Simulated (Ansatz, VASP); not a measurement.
**Bi: VASP beside Ansatz**

File POSCAR:

```
Bi
1.0
    3.4173821397     -3.0686298933      0.0000000000
    3.4173821397      3.0686298933      0.0000000000
   -1.2345086997      0.0000000000      3.0499903288
Bi
2
Direct
    0.7530610000      0.7530610000      0.8573820000
    0.2469390000      0.2469390000      0.1426180000
```

File INCAR.step1:

```
SYSTEM = Bi
PREC = Accurate
ENCUT = 520
ISMEAR = -1
SIGMA = 0.05
LREAL = .FALSE.
LASPH = .TRUE.
NELM = 100
NBANDS = 22
GGA = PE
ALGO = Normal
EDIFF = 1E-4
LWAVE = .TRUE.
LCHARG = .FALSE.
```

The input INCAR.step2:

```
SYSTEM = Bi
PREC = Accurate
ENCUT = 520
EDIFF = 1E-6
ISMEAR = -1
SIGMA = 0.05
LREAL = .FALSE.
LASPH = .TRUE.
NELM = 100
ALGO = Normal
ISIF = 2
LWAVE = .FALSE.
LCHARG = .FALSE.
METAGGA = R2SCAN
LMIXTAU = .TRUE.
NBANDS = 22
ISTART = 1
```

KPOINTS

```
regular mesh
0
G
  6 6 9
  0 0 0
```

input.yaml

```yaml
crystal:
  lattice:
    - [3.4173821397, -3.0686298933, 0.0]
    - [3.4173821397, 3.0686298933, 0.0]
    - [-1.2345086997, 0.0, 3.0499903288]
  atoms:
    - { symbol: Bi, position: [0.753061, 0.753061, 0.857382] }
    - { symbol: Bi, position: [0.246939, 0.246939, 0.142618] }
hamiltonian:
  xc: r2scan
  pseudopotentials: { kind: paw }
kpoints:
  mp_grid: { grid: [6, 6, 9] }
scf:
  occupations: { method: fermi_dirac, width: 0.05 }
output:
  forces: true
  stress: true
  eigenvalues: true
```

Alike in both runs: task single point; functional r2SCAN; k mesh 6 × 6 × 9; occupations fermi-dirac, width 0.05 eV; no spin polarisation.

|  | VASP | Ansatz |
| --- | --- | --- |
| version | VASP 6.6.1 | Ansatz 0.2.0 |
| potentials or method | VASP PAW PBE potentials, release 64 (Bi_d) | Ansatz PAW |
| plane-wave cutoff (eV) | 520 | 500 |
| valence electrons in the cell | 30 | 30 |

|  | VASP | Ansatz | Ansatz less VASP |
| --- | --- | --- | --- |
| gap on the k mesh at the Fermi level (eV) | none | none | - |
| pressure (GPa) | 2.6 | 2.7 | +0.04 |
| traceless stress, the component that is largest in VASP (GPa) | 0.67 | 0.66 | -0.004 |
| rms of the force components (eV/Å) | 0.029 | 0.031 | +0.0012 |

VASP's potentials were made for PBE, not for r2SCAN. Atom by atom the forces differ by 0.001 eV/Å (rms over components). A gap of «none» marks a metal or a gap that the smearing closes. The functional is the same, so the differences come from potentials, cutoffs and numerics.

Spin-orbit coupling is off throughout.
